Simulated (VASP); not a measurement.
# SiMo3 (Pm-3n) in VASP: density of states with PBE

Aim: the density of states of SiMo3 with PBE.

Program: VASP 6.6.1. These are calculated values, not measurements. Logs are shortened: lines on timing, memory, paths and dates and some standing lists are left out, and cuts for length are marked.

### Step 1. The cell of the first run

It takes space group Pm-3n (No. 223, cubic). Conventional cell: a = 4.906 Å, b = 4.906 Å, c = 4.906 Å, α = 90.00°, β = 90.00°, γ = 90.00°. Si (site symmetry m-3) has 12 Mo at 2.74 Å within 3.6 Å. Mo (site symmetry -4m2) has 10 Mo at 2.45 to 3.00 Å and 4 Si at 2.74 Å within 3.2 Å.

### Step 2. Density of states, PBE

Contents of POSCAR:

```
SiMo3
1.0
    4.9064535173      0.0000000000      0.0000000000
    0.0000000000      4.9064535173      0.0000000000
    0.0000000000      0.0000000000      4.9064535173
Si Mo
2 6
Direct
    0.0000000000      0.0000000000      0.0000000000
    0.5000000000      0.5000000000      0.5000000000
    0.2500000000      0.0000000000      0.5000000000
    0.5000000000      0.7500000000      0.0000000000
    0.7500000000      0.0000000000      0.5000000000
    0.5000000000      0.2500000000      0.0000000000
    0.0000000000      0.5000000000      0.7500000000
    0.0000000000      0.5000000000      0.2500000000
```

Contents of INCAR.step1:

```
SYSTEM = SiMo3
ALGO     = Normal         ! electronic algorithm
EDIFF    = 1E-6           ! SCF threshold, eV
ENCUT    = 520            ! plane-wave cutoff, eV
GGA      = PE             ! functional
ISIF     = 2              ! what is computed and relaxed
ISMEAR   = 0              ! smearing method
LASPH    = .True.         ! aspherical terms in the spheres
LCHARG   = .True.         ! write CHGCAR
LMAXMIX  = 4              ! l up to which the mixer works
LREAL    = .False.        ! projectors in reciprocal space
LWAVE    = .False.        ! write WAVECAR
NBANDS   = 56             ! bands
NELM     = 100            ! most SCF steps
PREC     = Accurate       ! precision mode
SIGMA    = 0.1            ! smearing width, eV
```

Contents of KPOINTS.step1:

```
k-points
0
Gamma
  8 8 8
  0 0 0
```

Contents of INCAR.step2:

```
SYSTEM = SiMo3
ALGO     = Normal         ! electronic algorithm
EDIFF    = 1E-6           ! SCF threshold, eV
ENCUT    = 520            ! plane-wave cutoff, eV
GGA      = PE             ! functional
ICHARG   = 11             ! starting density
ISIF     = 2              ! what is computed and relaxed
ISMEAR   = -5             ! smearing method
LASPH    = .True.         ! aspherical terms in the spheres
LCHARG   = .False.        ! write CHGCAR
LMAXMIX  = 4              ! l up to which the mixer works
LORBIT   = 11             ! projections on sites
LREAL    = .False.        ! projectors in reciprocal space
LWAVE    = .False.        ! write WAVECAR
NBANDS   = 56             ! bands
NEDOS    = 2001           ! points of the DOS
NELM     = 100            ! most SCF steps
PREC     = Accurate       ! precision mode
SIGMA    = 0.1            ! smearing width, eV
```

Contents of KPOINTS.step2:

```
k-points
0
Gamma
  12 12 12
  0 0 0
```

Potentials or basis: VASP PAW PBE potentials, release 64 (Si, Mo_sv).

On the command line:

```bash
$ cat potpaw_PBE.64/Si/POTCAR potpaw_PBE.64/Mo_sv/POTCAR > POTCAR
$ cp INCAR.step1 INCAR
$ cp KPOINTS.step1 KPOINTS
$ mpirun -np 1 vasp_std > vasp.out
$ cp INCAR.step2 INCAR
$ cp KPOINTS.step2 KPOINTS
$ mpirun -np 1 vasp_std > vasp.out
```

OUTCAR:

```text
SYSTEM = SiMo3
   EDIFF = 1E-6
   ENCUT = 520
   GGA = PE
   ICHARG = 11
   ISIF = 2
   ISMEAR = -5
   LASPH = .True.
   LORBIT = 11
   LREAL = .False.
   NELM = 100
   PREC = Accurate

 ion  position               nearest neighbor table
   1  0.000  0.000  0.000-   3 2.74   4 2.74   5 2.74   6 2.74   7 2.74   8 2.74   3 2.74   5 2.74
                             7 2.74   8 2.74   4 2.74   6 2.74
   2  0.500  0.500  0.500-   3 2.74   4 2.74   5 2.74   6 2.74   7 2.74   8 2.74   4 2.74   6 2.74
                             3 2.74   5 2.74   7 2.74   8 2.74
   3  0.250  0.000  0.500-   5 2.45   5 2.45   1 2.74   1 2.74   2 2.74   2 2.74   8 3.00   4 3.00
                             4 3.00   6 3.00   6 3.00   7 3.00   8 3.00   7 3.00
   4  0.500  0.750  0.000-   6 2.45   6 2.45   1 2.74   2 2.74   2 2.74   1 2.74   8 3.00   5 3.00
                             3 3.00   5 3.00   3 3.00   7 3.00   7 3.00   8 3.00
   5  0.750  0.000  0.500-   3 2.45   3 2.45   1 2.74   1 2.74   2 2.74   2 2.74   8 3.00   4 3.00
                             4 3.00   6 3.00   6 3.00   7 3.00   8 3.00   7 3.00
   6  0.500  0.250  0.000-   4 2.45   4 2.45   1 2.74   2 2.74   2 2.74   1 2.74   8 3.00   3 3.00
                             3 3.00   5 3.00   5 3.00   7 3.00   7 3.00   8 3.00
   7  0.000  0.500  0.750-   8 2.45   8 2.45   1 2.74   2 2.74   1 2.74   2 2.74   3 3.00   4 3.00
                             5 3.00   3 3.00   5 3.00   6 3.00   4 3.00   6 3.00
   8  0.000  0.500  0.250-   7 2.45   7 2.45   1 2.74   2 2.74   1 2.74   2 2.74   3 3.00   4 3.00
                             5 3.00   3 3.00   5 3.00   6 3.00   4 3.00   6 3.00

  LATTYP: Found a simple cubic cell.
 ALAT       =     4.9064535173

  Lattice vectors:

 A1 = (   4.9064535173,   0.0000000000,   0.0000000000)
 A2 = (   0.0000000000,   4.9064535173,   0.0000000000)
 A3 = (   0.0000000000,   0.0000000000,   4.9064535173)

Analysis of symmetry for initial positions (statically):
=====================================================================
 Subroutine PRICEL returns:
 Original cell was already a primitive cell.

 Routine SETGRP: Setting up the symmetry group for a
 simple cubic supercell.

 Subroutine GETGRP returns: Found 48 space group operations
 (whereof 24 operations were pure point group operations)
 out of a pool of 48 trial point group operations.

The static configuration has the point symmetry T_h .
 The point group associated with its full space group is O_h .

Analysis of symmetry for dynamics (positions and initial velocities):
=====================================================================
 Subroutine PRICEL returns:
 Original cell was already a primitive cell.

 Routine SETGRP: Setting up the symmetry group for a
 simple cubic supercell.

 Subroutine GETGRP returns: Found 48 space group operations
 (whereof 24 operations were pure point group operations)
 out of a pool of 48 trial point group operations.

[... 140 lines left out ...]
   GGA     = PE    functional components
   LHFCALC =     F    Hartree Fock is set to
   AEXX    =    0.0000 exact exchange contribution
   IVDW    =     0    specifies the selected vdW correction
   LEPSILON=     F    determine dielectric tensor
   LRPA    =     F    only Hartree local field effects (RPA)
 non-spin polarized calculation
 Fermi weights with tetrahedron method with Bloechl corrections
  energy-cutoff  :      520.00
  volume of cell :      118.11
 maximum number of plane-waves:      3203

 number of electron      91.9999974 magnetization

 Free energy of the ion-electron system (eV)
  ---------------------------------------------------
  ext. energy  EPLUGINS =         0.00000000
  ---------------------------------------------------
  free energy    TOTEN  =       -78.99950318 eV

  energy without entropy =      -78.99950318  energy(sigma->0) =      -78.99950318

 E-fermi :  12.6035     XC(G=0): -13.0557

 val. band max:       12.6368824108   @ k =   0.4167   0.2500   0.0000
 cond. band min:      12.5283313121   @ k =   0.5000   0.2500   0.0833
 fundamental gap:     -0.1085510987
 Fermi energy:        12.6035301164

 k-point     1 :       0.0000    0.0000    0.0000
  band No.  band energies     occupation
      1     -48.6766      2.00000
      2     -48.5663      2.00000
      3     -48.5663      2.00000
      4     -48.2479      2.00000
      5     -48.2479      2.00000
      6     -48.2479      2.00000
[... 1405 lines left out ...]
     55      14.9980      0.00000
     56      15.2335      0.00000

 [... further k-points ...]

------------------------ aborting loop because EDIFF is reached ----------------------------------------

  FORCE on cell =-STRESS in cart. coord.  units (eV):
  Direction    XX          YY          ZZ          XY          YZ          ZX
  --------------------------------------------------------------------------------------
  -------------------------------------------------------------------------------------
  Total        0.1794441      0.1794441      0.1794441      0.0000000      0.0000000      0.0000000
  in kB        2.4340910      2.4340910      2.4340910      0.0000000      0.0000000      0.0000000
  external PRESSURE =       2.4340910 kB  Pullay stress =       0.0000000 kB

 VOLUME and BASIS-vectors are now :
 -----------------------------------------------------------------------------
  energy-cutoff  :      520.00
  volume of cell :      118.11
      direct lattice vectors                 reciprocal lattice vectors
     4.906453517  0.000000000  0.000000000     0.203813202  0.000000000  0.000000000
     0.000000000  4.906453517  0.000000000     0.000000000  0.203813202  0.000000000
     0.000000000  0.000000000  4.906453517     0.000000000  0.000000000  0.203813202

 POSITION                                       TOTAL-FORCE (eV/Angst)
 -----------------------------------------------------------------------------------
      0.00000      0.00000      0.00000         0.000000      0.000000      0.000000
      2.45323      2.45323      2.45323         0.000000      0.000000      0.000000
      1.22661      0.00000      2.45323        -0.000000     -0.000000     -0.000000
      2.45323      3.67984      0.00000         0.000000     -0.000000      0.000000
      3.67984      0.00000      2.45323        -0.000000     -0.000000     -0.000000
      2.45323      1.22661      0.00000        -0.000000      0.000000     -0.000000
      0.00000      2.45323      3.67984         0.000000      0.000000     -0.000000
      0.00000      2.45323      1.22661         0.000000     -0.000000      0.000000
 -----------------------------------------------------------------------------------
    total drift:                                0.000000      0.000000     -0.000000

  FREE ENERGIE OF THE ION-ELECTRON SYSTEM (eV)
  ---------------------------------------------------
  free  energy   TOTEN  =       -78.9995031797 eV

  energy  without entropy=      -78.9995031797  energy(sigma->0) =      -78.99950318

 total charge

# of ion       s       p       d       tot
------------------------------------------
    1        0.709   0.890   0.000   1.599
    2        0.709   0.890   0.000   1.599
    3        2.329   6.195   4.064  12.589
    4        2.329   6.195   4.064  12.589
    5        2.329   6.195   4.064  12.589
    6        2.329   6.195   4.064  12.589
    7        2.329   6.195   4.064  12.589
    8        2.329   6.195   4.064  12.589
--------------------------------------------------
tot         15.394  38.950  24.386  78.730
```

OUTCAR.step1:

```text
SYSTEM = SiMo3
   EDIFF = 1E-6
   ENCUT = 520
   GGA = PE
   ISIF = 2
[... 1671 lines left out ...]
      3.67984      0.00000      2.45323        -0.000000     -0.000000     -0.000000
      2.45323      1.22661      0.00000        -0.000000      0.000000      0.000000
      0.00000      2.45323      3.67984         0.000000      0.000000     -0.000000
      0.00000      2.45323      1.22661         0.000000     -0.000000      0.000000
 -----------------------------------------------------------------------------------
    total drift:                                0.000000      0.000000     -0.000000

  FREE ENERGIE OF THE ION-ELECTRON SYSTEM (eV)
  ---------------------------------------------------
  free  energy   TOTEN  =       -78.9976878564 eV

  energy  without entropy=      -78.9752039061  energy(sigma->0) =      -78.98644588
```

OSZICAR.step1:

```text
N       E                     dE             d eps       ncg     rms          rms(c)
DAV:   1     0.110731716277E+04    0.11073E+04   -0.56027E+04  3936   0.168E+03
DAV:   2    -0.346607727407E+02   -0.11420E+04   -0.11114E+04  4216   0.524E+02
DAV:   3    -0.820857454729E+02   -0.47425E+02   -0.45892E+02  5136   0.959E+01
DAV:   4    -0.830970787827E+02   -0.10113E+01   -0.10002E+01  4776   0.116E+01
DAV:   5    -0.831163463425E+02   -0.19268E-01   -0.19231E-01  4680   0.161E+00    0.418E+01
DAV:   6    -0.793221211909E+02    0.37942E+01   -0.14266E+01  4352   0.171E+01    0.114E+01
DAV:   7    -0.790473776430E+02    0.27474E+00   -0.89515E-01  4976   0.408E+00    0.339E+00
DAV:   8    -0.789986356441E+02    0.48742E-01   -0.13068E-01  4488   0.126E+00    0.614E-01
DAV:   9    -0.789976345456E+02    0.10011E-02   -0.72651E-03  4736   0.316E-01    0.321E-01
DAV:  10    -0.789976755316E+02   -0.40986E-04   -0.82167E-04  4816   0.179E-01    0.136E-01
DAV:  11    -0.789976932615E+02   -0.17730E-04   -0.44157E-05  4656   0.341E-02    0.261E-02
DAV:  12    -0.789976883129E+02    0.49486E-05   -0.12879E-05  4560   0.206E-02    0.391E-03
DAV:  13    -0.789976878564E+02    0.45651E-06   -0.35036E-07  2792   0.257E-03
   1 F= -.78997688E+02 E0= -.78986446E+02  d E =-.224840E-01
```

Run time: 3.3 min. Hardware: 1 thread of Intel Xeon 6975P-C (Granite Rapids), shared host; peak memory 0.47 GiB.

What came out:

* Valence electrons inside the program's atomic spheres: Si 1.60; Mo 12.59

Caveat: tetrahedron occupations give inexact forces and stress in metals.
